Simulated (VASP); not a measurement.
Runs of VASP 6.6.1 on CoO. The structure is that of space group Fm-3m (No. 225), or close to it. The cells are those of the table. 

```csv
task,level,fixed moment (μB),cell,k mesh,cutoff (eV),smearing,gap on the mesh (eV),pressure (GPa),moment (μB)
single point,PBE,-,"a = 3.055 Å, angles 60.3°, 2 atoms",11 × 11 × 11,520,fermi-dirac 0.05 eV,none,(a),2.98
single point,PBEsol,2.5,"a = 2.996 Å, angles 60.3°, 2 atoms",9 × 9 × 9,520,fermi-dirac 0.05 eV,-,(c),2.50
relaxation of cell and atoms,PBEsol+D3(BJ),-,"relaxed from a = 2.996 Å, angles 60.3°, 2 atoms",11 × 11 × 11,600,fermi-dirac 0.05 eV,none,0.1,(b)
single point,PBE,-,"a = 2.996 Å, angles 60.3°, 2 atoms",11 × 11 × 11,520,gaussian 0.025 eV,none,-0.8,2.89
single point,PBEsol,2.0,"a = 2.996 Å, angles 60.3°, 2 atoms",9 × 9 × 9,520,fermi-dirac 0.05 eV,-,-17.9,2.00
vibrations by perturbation theory,PBEsol,-,"a = 2.996 Å, angles 60.3°, 2 atoms",8 × 8 × 8,520,fermi-dirac 0.05 eV,-,-,2.88
single point,PBEsol,-,"a = 2.996 Å, angles 60.3°, 2 atoms",11 × 11 × 11,520,fermi-dirac 0.05 eV,none,-9.7,2.91
single point,PBE,-,"a = 2.996 Å, angles 60.3°, 2 atoms",11 × 11 × 11,520,gaussian 0.028 eV,none,-0.8,2.89
```

Alike in all rows: potentials or basis VASP PAW PBE potentials, release 64 (Co, O); spin collinear, ferromagnetic start.

Task: Fill in the values left out.

Result: (a) -9.4; (b) 2.92; (c) -13.7.

Caveats: a cell with one magnetic atom can't hold antiferromagnetic order, which such compounds often take; semilocal functionals often make such compounds metallic where correlation or magnetic order opens a gap, which also shifts bond lengths (at least some runs); the PAW data sets were made with another functional, which shifts forces and pressure a little (at least some runs); the cell stands under tension (at least some runs); the total moment is fixed, so each spin has its own Fermi level (at least some runs); the cell stands under pressure or tension, which shifts response properties (at least some runs).

A gap of «none» marks levels without a gap at the run's occupations.
